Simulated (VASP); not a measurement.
Na: single point with PBEsol

The system is Na.

```
Na
1.0
     3.70038    0.00000    0.00000
    -1.85019    3.20463    0.00000
     0.00000    0.00000   12.53732
Na
4
Direct
  0.67684 0.35248 0.75320
  0.00558 0.99889 0.49961
  0.33574 0.67800 0.25136
  0.00536 0.99342 0.00136
```

This cell differs from its parent crystal: atoms moved at random.

```json
{"Program": "VASP 6.6.1", "Task": "single point", "Functional": "PBEsol", "Potentials or basis": "VASP PAW PBE potentials, release 64 (Na_pv)", "Cutoff": "520 eV", "k mesh": "8 × 8 × 3", "Occupations": "fermi-dirac, width 0.05 eV", "Spin": "no spin polarisation", "Dipole correction": "no", "Further INCAR settings": "ALGO = Fast; EDIFF = 1e-06; NBANDS = 22"}
```

```yaml
Pressure: -0.1 GPa
Largest_force: 0.022 eV/Å
Band_gap_on_the_k_mesh: zero (band 14 reaches 1.44 eV, above the bottom of band 15 at -1.98 eV)
```

Forces in eV/Å, atoms in the order of the input:
```
Na   0.002 -0.008 -0.020
Na  -0.003  0.005  0.021
Na   0.005 -0.005 -0.009
Na  -0.004  0.008  0.008
```

Stress tensor (GPa, compression positive):
```
 0.16  0.00  0.00
 0.00  0.18  0.00
 0.00  0.00 -0.78
```

Levels at points of the mesh, in eV from the Fermi level:
| k point | band 11 | band 12 | band 13 | band 14 | band 15 | band 16 | band 17 | band 18 |
| --- | --- | --- | --- | --- | --- | --- | --- | --- |
| (0.00, 0.00, 0.00) | -24.77 | -24.77 | -3.26 | -2.29 | -2.27 | 0.40 | 0.76 | 5.13 |
| (0.50, 0.00, 0.00) | -24.77 | -24.77 | 0.35 | 0.42 | 1.10 | 1.19 | 1.50 | 1.59 |
| (0.00, 0.50, 0.00) | -24.77 | -24.77 | 0.35 | 0.42 | 1.10 | 1.18 | 1.51 | 1.59 |
| (0.50, 0.50, 0.00) | -24.77 | -24.77 | 0.35 | 0.42 | 1.10 | 1.19 | 1.51 | 1.59 |

Run time: 8.8 min on 1 thread of AMD EPYC 7R13, on a shared host, peak memory 0.35 GiB.

Caveat: the cell differs from its parent crystal (atoms moved at random); the PAW data sets were made with another functional, which shifts forces and pressure a little.
